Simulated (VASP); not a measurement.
# SrO (I4mm) in VASP: a series of runs

Runs on SrO. Level: LDA. Tasks: single point.

Program: VASP 6.6.1. These are calculated values, not measurements. Logs are shortened: lines on timing, memory, paths and dates and some standing lists are left out, and cuts for length are marked.

## Step 1: The cell of the first run

It takes space group I4mm (No. 107, tetragonal). The conventional cell has a = 3.634 Å, b = 3.634 Å, c = 5.140 Å, α = 90.00°, β = 90.00°, γ = 90.00°. Sr (site symmetry 4mm) has 6 O at 2.27 to 2.87 Å within 3.0 Å. O (site symmetry 4mm) has 6 Sr at 2.27 to 2.87 Å within 3.0 Å.

## Step 2: Single point, LDA (atom 1 (Sr) moved by (-0.300, +0.000) A along x and y)

INCAR reads:

```
  PREC = Accurate
  ENCUT = 600
  EDIFF = 1E-6
  ISMEAR = 0
  SIGMA = 0.05
  LREAL = False
  LASPH = True
  NELM = 120
  ALGO = Normal
  ISIF = 2
  LWAVE = False
  LCHARG = True
  GGA = CA
  LELF = True
  LVHAR = True
  NBANDS = 15
  GGA_COMPAT = False
```

KPOINTS reads:

```
Automatic mesh
0
Gamma
  8 8 8
```

POSCAR reads:

```
SrO
1.0
    0.0000000000      2.5698000000      2.5698000000
    2.5698000000      0.0000000000      2.5698000000
    2.5698000000      2.5698000000      0.0000000000
Sr O
1 1
Direct
    0.0583703012     -0.0583703012     -0.0583703012
    0.5000000000      0.5000000000      0.5000000000
```

Potentials or basis: VASP PAW LDA potentials, release 64 (Sr_sv, O).

Started as:

```sh
> cat potpaw_LDA.64/Sr_sv/POTCAR potpaw_LDA.64/O/POTCAR > POTCAR
> mpirun -np 1 vasp_std > vasp.out
```

OUTCAR:

```text
PREC = Accurate
   ENCUT = 600
   EDIFF = 1E-6
   ISMEAR = 0
   LREAL = False
   LASPH = True
   NELM = 120
   ISIF = 2
   GGA = CA

 ion  position               nearest neighbor table
   1  0.058  0.942  0.942-   2 2.27   2 2.59   2 2.59   2 2.59   2 2.59   2 2.87
   2  0.500  0.500  0.500-   1 2.27   1 2.59   1 2.59   1 2.59   1 2.59   1 2.87

  LATTYP: Found a face centered cubic cell.
 ALAT       =     5.1396000000

  Lattice vectors:

 A1 = (   0.0000000000,   2.5698000000,   2.5698000000)
 A2 = (   2.5698000000,   0.0000000000,   2.5698000000)
 A3 = (   2.5698000000,   2.5698000000,   0.0000000000)

Analysis of symmetry for initial positions (statically):
=====================================================================
 Subroutine PRICEL returns:
 Original cell was already a primitive cell.

 Routine SETGRP: Setting up the symmetry group for a
 face centered cubic supercell.

 Subroutine GETGRP returns: Found  8 space group operations
 (whereof  8 operations were pure point group operations)
 out of a pool of 48 trial point group operations.

The static configuration has the point symmetry C_4v.

Analysis of symmetry for dynamics (positions and initial velocities):
=====================================================================
 Subroutine PRICEL returns:
 Original cell was already a primitive cell.

 Routine SETGRP: Setting up the symmetry group for a
 face centered cubic supercell.

 Subroutine GETGRP returns: Found  8 space group operations
 (whereof  8 operations were pure point group operations)
 out of a pool of 48 trial point group operations.

The dynamic configuration has the point symmetry C_4v.

 Subroutine INISYM returns: Found  8 space group operations
 (whereof  8 operations are pure point group operations),
 and found     1 'primitive' translations

----------------------------------------------------------------------------------------

                                     Primitive cell

  volume of cell :      33.9413

  direct lattice vectors                    reciprocal lattice vectors
     0.000000000  2.569800000  2.569800000    -0.194567671  0.194567671  0.194567671
     2.569800000  0.000000000  2.569800000     0.194567671 -0.194567671  0.194567671
     2.569800000  2.569800000  0.000000000     0.194567671  0.194567671 -0.194567671

  length of vectors
     3.634246013  3.634246013  3.634246013     0.337001091  0.337001091  0.337001091

  position of ions in fractional coordinates (direct lattice)
     0.058370301  0.941629699  0.941629699
     0.500000000  0.500000000  0.500000000

  ion indices of the primitive-cell ions
   primitive index   ion index
                 1           1
                 2           2

----------------------------------------------------------------------------------------

 KPOINTS: Automatic mesh

Automatic generation of k-mesh.
 Grid dimensions read from file:
 generate k-points for:    8    8    8

 Generating k-lattice:

  Cartesian coordinates                     Fractional coordinates (reciprocal lattice)
    -0.024320959  0.024320959  0.024320959     0.125000000  0.000000000  0.000000000
     0.024320959 -0.024320959  0.024320959     0.000000000  0.125000000  0.000000000
     0.024320959  0.024320959 -0.024320959     0.000000000  0.000000000  0.125000000

  Length of vectors
     0.042125136  0.042125136  0.042125136

  Shift w.r.t. Gamma in fractional coordinates (k-lattice)
     0.000000000  0.000000000  0.000000000

 Subroutine IBZKPT returns following result:
 ===========================================

 Found     59 irreducible k-points:

 Following reciprocal coordinates:
            Coordinates               Weight
  0.000000  0.000000  0.000000      1.000000
  0.125000  0.000000  0.000000      8.000000
  0.250000  0.000000  0.000000      8.000000
  0.375000  0.000000  0.000000      8.000000
  0.500000  0.000000  0.000000      4.000000
  0.125000  0.125000  0.000000      4.000000
[... 16 lines left out ...]
  0.000000  0.375000  0.250000      8.000000
  0.500000  0.250000  0.000000     16.000000
 [... further k-points ...]
   k-points           NKPTS =     59   k-points in BZ     NKDIM =     59   number of bands    NBANDS=     15
   number of dos      NEDOS =    301   number of ions     NIONS =      2
   total plane-waves  NPLWV =  27000
   dimension x,y,z NGX =    30 NGY =   30 NGZ =   30
   dimension x,y,z NGXF=    60 NGYF=   60 NGZF=   60
   ions per type =               1   1
   NGX,Y,Z   is equivalent  to a cutoff of  13.72, 13.72, 13.72 a.u.
   NGXF,Y,Z  is equivalent  to a cutoff of  27.45, 27.45, 27.45 a.u.
 SYSTEM =  unknown system
   PREC   = accura    normal or accurate (medium, high low for compatibility)
   ISTART =      0    job   : 0-new  1-cont  2-samecut
   ICHARG =      2    charge: 1-file 2-atom 10-const
   ISPIN  =      1    spin polarized calculation?
   LNONCOLLINEAR =      F non collinear calculations
   LSORBIT =      F    spin-orbit coupling
   LASPH  =      T    aspherical Exc in radial PAW
   ENCUT  =  600.0 eV  44.10 Ry    6.64 a.u.   7.26  7.26  7.26*2*pi/ulx,y,z
   NELM   =    120;   NELMIN=  2; NELMDL= -5     # of ELM steps
   EDIFF  = 0.1E-05   stopping-criterion for ELM
   LREAL  =      F    real-space projection
[... 7 lines left out ...]
   TEBEG  =    0.0;   TEEND  =   0.0 temperature during run
   PSTRESS=    0.0 pullay stress
   NELECT =      16.0000    total number of electrons
   NUPDOWN=      -1.0000    fix difference up-down
   EMIN   =  10.00;   EMAX   =-10.00  energy-range for DOS
   EFERMI =   0.00;   METHOD = LEGACY
   ISMEAR =     0;   SIGMA  =   0.05  broadening in eV -4-tet -1-fermi 0-gaus
   EFERMI_NEDOS =   21; number of points for ismear=-14 and -15
   IALGO  =     38    algorithm
   IMIX   =      4    mixing-type and parameters
     AMIX     =   0.40;   BMIX     =  1.00
     AMIX_MAG =   1.60;   BMIX_MAG =  1.00
  volume/ion in A,a.u.               =      16.97       114.52
  Fermi-wavevector in a.u.,A,eV,Ry     =   1.274106  2.407711 22.086959  1.623346
  Thomas-Fermi vector in A             =   2.406892
   LORBIT       =      0    0 simple, 1 ext, 2 COOP (PROOUT), +10 PAW based schemes
   GGA     = CA    functional components
   LHFCALC =     F    Hartree Fock is set to
   AEXX    =    0.0000 exact exchange contribution
   IVDW    =     0    specifies the selected vdW correction
   LEPSILON=     F    determine dielectric tensor
   LRPA    =     F    only Hartree local field effects (RPA)
 non-spin polarized calculation
 Gauss-broadening in eV      SIGMA  =   0.05
  energy-cutoff  :      600.00
  volume of cell :       33.94
 maximum number of plane-waves:      1158
 NGX is ok and might be reduce to    30
   NGX = 15   NGY = 15   NGZ = 15

 number of electron      15.9999997 magnetization

 Free energy of the ion-electron system (eV)
  ---------------------------------------------------
  ext. energy  EPLUGINS =         0.00000000
  ---------------------------------------------------
  free energy    TOTEN  =       -13.25266916 eV

  energy without entropy =      -13.25266916  energy(sigma->0) =      -13.25266916

 E-fermi :   1.5508     XC(G=0): -10.5118

 val. band max:        1.2594830160   @ k =  -0.3750   0.5000   0.1250
 cond. band min:       4.4554939613   @ k =   0.0000   0.5000   0.5000
 fundamental gap:      3.1960109453
 Fermi energy:         1.5508176405

 k-point     1 :       0.0000    0.0000    0.0000
  band No.  band energies     occupation
      1     -30.6734      2.00000
      2     -13.7285      2.00000
      3     -12.3942      2.00000
      4     -12.3942      2.00000
      5     -12.1676      2.00000
      6       1.0782      2.00000
      7       1.0782      2.00000
      8       1.1606      2.00000
      9       5.0860      0.00000
     10       7.4975      0.00000
     11       7.8407      0.00000
     12       7.8407      0.00000
     13       9.7173      0.00000
     14      10.2569      0.00000
     15      13.7152      0.00000

 k-point     2 :       0.1250    0.0000    0.0000
  band No.  band energies     occupation
      1     -30.6518      2.00000
      2     -14.0325      2.00000
      3     -12.4623      2.00000
      4     -12.4090      2.00000
      5     -11.8649      2.00000
      6       0.6073      2.00000
      7       0.9302      2.00000
      8       1.0848      2.00000
      9       5.7472      0.00000
     10       7.3794      0.00000
     11       7.9623      0.00000
     12       8.0244      0.00000
     13      10.1876      0.00000
     14      10.7042      0.00000
     15      14.7496      0.00000

 k-point     3 :       0.2500    0.0000    0.0000
  band No.  band energies     occupation
      1     -30.5991      2.00000
      2     -14.5798      2.00000
      3     -12.5071      2.00000
      4     -12.4441      2.00000
      5     -11.4426      2.00000
      6      -0.1262      2.00000
      7       0.5922      2.00000
      8       0.7415      2.00000
      9       6.9088      0.00000
     10       7.5742      0.00000
     11       8.6563      0.00000
     12       8.6867      0.00000
     13      11.2310      0.00000
     14      11.7054      0.00000
     15      16.8347      0.00000
[... 343 lines left out ...]
 k-point    23 :       0.0000    0.3750    0.2500
  band No.  band energies     occupation
      1     -30.5317      2.00000
      2     -14.6837      2.00000
      3     -12.7058      2.00000
      4     -12.6543      2.00000
      5     -11.6240      2.00000
      6       0.0655      2.00000
      7       0.8671      2.00000
      8       0.9544      2.00000
      9       5.5013      0.00000
     10       7.9085      0.00000
     11      10.5517      0.00000
     12      10.7123      0.00000
     13      11.4092      0.00000
     14      12.4257      0.00000
     15      17.4128      0.00000

 k-point    24 :       0.5000    0.2500    0.0000
  band No.  band energies     occupation
      1     -30.5021      2.00000
      2     -14.7076      2.00000
      3     -12.9465      2.00000
      4     -12.6841      2.00000
      5     -11.5454      2.00000
      6      -0.0128      2.00000
      7       0.4157      2.00000
      8       0.8133      2.00000
      9       6.3710      0.00000
     10       8.8856      0.00000
     11      10.1436      0.00000
     12      11.0940      0.00000
     13      12.6895      0.00000
     14      13.6012      0.00000
     15      14.8981      0.00000

 [... further k-points ...]

------------------------ aborting loop because EDIFF is reached ----------------------------------------

  FORCE on cell =-STRESS in cart. coord.  units (eV):
  Direction    XX          YY          ZZ          XY          YZ          ZX
  --------------------------------------------------------------------------------------
  -------------------------------------------------------------------------------------
  Total        1.3377058     -0.9153049     -0.9153049      0.0000000      0.0000000      0.0000000
  in kB       63.1456185    -43.2064318    -43.2064318      0.0000000      0.0000000      0.0000000
  external PRESSURE =      -7.7557484 kB  Pullay stress =       0.0000000 kB

 VOLUME and BASIS-vectors are now :
 -----------------------------------------------------------------------------
  energy-cutoff  :      600.00
  volume of cell :       33.94
      direct lattice vectors                 reciprocal lattice vectors
     0.000000000  2.569800000  2.569800000    -0.194567671  0.194567671  0.194567671
     2.569800000  0.000000000  2.569800000     0.194567671 -0.194567671  0.194567671
     2.569800000  2.569800000  0.000000000     0.194567671  0.194567671 -0.194567671

 POSITION                                       TOTAL-FORCE (eV/Angst)
 -----------------------------------------------------------------------------------
      4.83960      2.56980      2.56980         1.072682      0.000000      0.000000
      2.56980      2.56980      2.56980        -1.072682      0.000000      0.000000
 -----------------------------------------------------------------------------------
    total drift:                               -0.000042     -0.000000     -0.000000

  FREE ENERGIE OF THE ION-ELECTRON SYSTEM (eV)
  ---------------------------------------------------
  free  energy   TOTEN  =       -13.2526691622 eV

  energy  without entropy=      -13.2526691622  energy(sigma->0) =      -13.25266916
```

Run time: 51 s. Hardware: 1 thread of Intel Xeon Platinum 8488C (Sapphire Rapids), shared host; peak memory 0.17 GiB.

What came out:

```
Free energy            : -13.2527 eV
Pressure               : -0.8 GPa
Largest force          : 1.073 eV/Å
Band gap on the k mesh : 3.20 eV (least direct gap 3.25 eV)
```

Forces on the atoms (eV/Å):
```
Sr   1.073  0.000  0.000
O   -1.073  0.000  0.000
```

Caveat: the cell differs from its parent crystal (atom 1 (Sr) moved by (-0.300, +0.000) A along x and y); forces of over 1 eV/Å act on the atoms, so gaps and moduli don't describe the material at rest. A k mesh can miss the band edges.

## Step 3: Single point, LDA (atom 1 (Sr) moved by (-0.150, +0.000) A along x and y)

INCAR reads:

```
PREC = Accurate
ENCUT = 600
EDIFF = 1E-6
ISMEAR = 0
SIGMA = 0.05
LREAL = F
LASPH = T
NELM = 120
ALGO = Normal
ISIF = 2
LWAVE = F
LCHARG = F
NBANDS = 15
GGA_COMPAT = F
```

KPOINTS reads:

```
regular mesh
0
Gamma
  8 8 8
```

Edit POSCAR of step 2 so:

```diff
@@ -8,3 +8,3 @@
 Direct
-    0.0583703012     -0.0583703012     -0.0583703012
+    0.0291851506     -0.0291851506     -0.0291851506
     0.5000000000      0.5000000000      0.5000000000
```

Potentials or basis: VASP PAW LDA potentials, release 64 (Sr_sv, O).

Started as:

```sh
> cat potpaw_LDA.64/Sr_sv/POTCAR potpaw_LDA.64/O/POTCAR > POTCAR
> mpirun -np 1 vasp_std > vasp.out
```

OUTCAR:

```text
PREC = Accurate
   ENCUT = 600
   EDIFF = 1E-6
   ISMEAR = 0
   LREAL = F
   LASPH = T
   NELM = 120
   ISIF = 2

 ion  position               nearest neighbor table
   1  0.029  0.971  0.971-   2 2.42   2 2.57   2 2.57   2 2.57   2 2.57   2 2.72
   2  0.500  0.500  0.500-   1 2.42   1 2.57   1 2.57   1 2.57   1 2.57   1 2.72

  LATTYP: Found a face centered cubic cell.
 ALAT       =     5.1396000000

  Lattice vectors:

 A1 = (   0.0000000000,   2.5698000000,   2.5698000000)
 A2 = (   2.5698000000,   0.0000000000,   2.5698000000)
 A3 = (   2.5698000000,   2.5698000000,   0.0000000000)

Analysis of symmetry for initial positions (statically):
=====================================================================
 Subroutine PRICEL returns:
 Original cell was already a primitive cell.

 Routine SETGRP: Setting up the symmetry group for a
 face centered cubic supercell.

 Subroutine GETGRP returns: Found  8 space group operations
 (whereof  8 operations were pure point group operations)
 out of a pool of 48 trial point group operations.

The static configuration has the point symmetry C_4v.

Analysis of symmetry for dynamics (positions and initial velocities):
[... 174 lines left out ...]
      6       1.2775      2.00000
      7       1.2775      2.00000
      8       1.2953      2.00000
      9       5.1407      0.00000
     10       7.4668      0.00000
     11       7.5553      0.00000
     12       7.5553      0.00000
     13       9.6921      0.00000
     14       9.8309      0.00000
[... 401 lines left out ...]
      2     -14.5742      2.00000
      3     -12.9290      2.00000
      4     -12.6953      2.00000
      5     -11.7316      2.00000
      6       0.0662      2.00000
      7       0.5243      2.00000
      8       0.7586      2.00000
      9       6.2633      0.00000
     10       8.8634      0.00000
     11      10.3750      0.00000
     12      11.0394      0.00000
     13      12.5362      0.00000
     14      13.6286      0.00000
     15      14.9038      0.00000

 [... further k-points ...]

------------------------ aborting loop because EDIFF is reached ----------------------------------------

  FORCE on cell =-STRESS in cart. coord.  units (eV):
  Direction    XX          YY          ZZ          XY          YZ          ZX
  --------------------------------------------------------------------------------------
  -------------------------------------------------------------------------------------
  Total       -0.2651295     -0.8123827     -0.8123827      0.0000000     -0.0000000     -0.0000000
  in kB      -12.5152820    -38.3480483    -38.3480483      0.0000000     -0.0000000     -0.0000000
  external PRESSURE =     -29.7371262 kB  Pullay stress =       0.0000000 kB

 VOLUME and BASIS-vectors are now :
 -----------------------------------------------------------------------------
  energy-cutoff  :      600.00
  volume of cell :       33.94
      direct lattice vectors                 reciprocal lattice vectors
     0.000000000  2.569800000  2.569800000    -0.194567671  0.194567671  0.194567671
     2.569800000  0.000000000  2.569800000     0.194567671 -0.194567671  0.194567671
     2.569800000  2.569800000  0.000000000     0.194567671  0.194567671 -0.194567671

 POSITION                                       TOTAL-FORCE (eV/Angst)
 -----------------------------------------------------------------------------------
      4.98960      2.56980      2.56980         0.351693      0.000000      0.000000
      2.56980      2.56980      2.56980        -0.351693      0.000000      0.000000
 -----------------------------------------------------------------------------------
    total drift:                               -0.000007     -0.000000     -0.000000

  FREE ENERGIE OF THE ION-ELECTRON SYSTEM (eV)
  ---------------------------------------------------
  free  energy   TOTEN  =       -13.3526967398 eV

  energy  without entropy=      -13.3526967398  energy(sigma->0) =      -13.35269674
```

OSZICAR:

```text
N       E                     dE             d eps       ncg     rms          rms(c)
DAV:   1     0.749408030449E+02    0.74941E+02   -0.90154E+03  1770   0.116E+03
DAV:   2    -0.116900933176E+02   -0.86631E+02   -0.79434E+02  2435   0.241E+02
DAV:   3    -0.154639495298E+02   -0.37739E+01   -0.37516E+01  2517   0.446E+01
DAV:   4    -0.155510773887E+02   -0.87128E-01   -0.87120E-01  2126   0.660E+00
DAV:   5    -0.155530596268E+02   -0.19822E-02   -0.19822E-02  2365   0.798E-01    0.177E+01
DAV:   6    -0.135883625721E+02    0.19647E+01   -0.64642E+00  1798   0.196E+01    0.211E+01
DAV:   7    -0.134014933660E+02    0.18687E+00   -0.35821E-01  2057   0.527E+00    0.116E+01
DAV:   8    -0.133517572130E+02    0.49736E-01   -0.13413E-01  2386   0.334E+00    0.131E+00
DAV:   9    -0.133527970820E+02   -0.10399E-02   -0.63559E-03  2722   0.486E-01    0.327E-01
DAV:  10    -0.133526814350E+02    0.11565E-03   -0.17622E-04  2064   0.141E-01    0.171E-01
DAV:  11    -0.133526948678E+02   -0.13433E-04   -0.68073E-05  2071   0.830E-02    0.201E-02
DAV:  12    -0.133526967327E+02   -0.18649E-05   -0.49635E-06  2127   0.184E-02    0.322E-03
DAV:  13    -0.133526967398E+02   -0.71277E-08   -0.25037E-07   969   0.477E-03
   1 F= -.13352697E+02 E0= -.13352697E+02  d E =-.119730E-16
```

stdout:

```text
POSCAR found type information on POSCAR SrO
 POSCAR found :  2 types and       2 ions
 scaLAPACK will be used
 LDA part: xc-table for (Slater(with rela. corr.)+CA(PZ))
 , standard interpolation
 POSCAR, INCAR and KPOINTS ok, starting setup
 FFT: planning ... GRIDC
 FFT: planning ... GRID_SOFT
 FFT: planning ... GRID
 WAVECAR not read
 entering main loop
```

It took 34 s on 1 thread of Intel Xeon Platinum 8488C (Sapphire Rapids), shared host; peak memory 0.17 GiB.

What came out:

```
Free energy            : -13.3527 eV
Pressure               : -3.0 GPa
Largest force          : 0.352 eV/Å
Band gap on the k mesh : 3.15 eV (least direct gap 3.20 eV)
```

Forces on the atoms (eV/Å):
```
Sr   0.352  0.000  0.000
O   -0.352  0.000  0.000
```

Caveat: the cell differs from its parent crystal (atom 1 (Sr) moved by (-0.150, +0.000) A along x and y). A k mesh can miss the band edges.
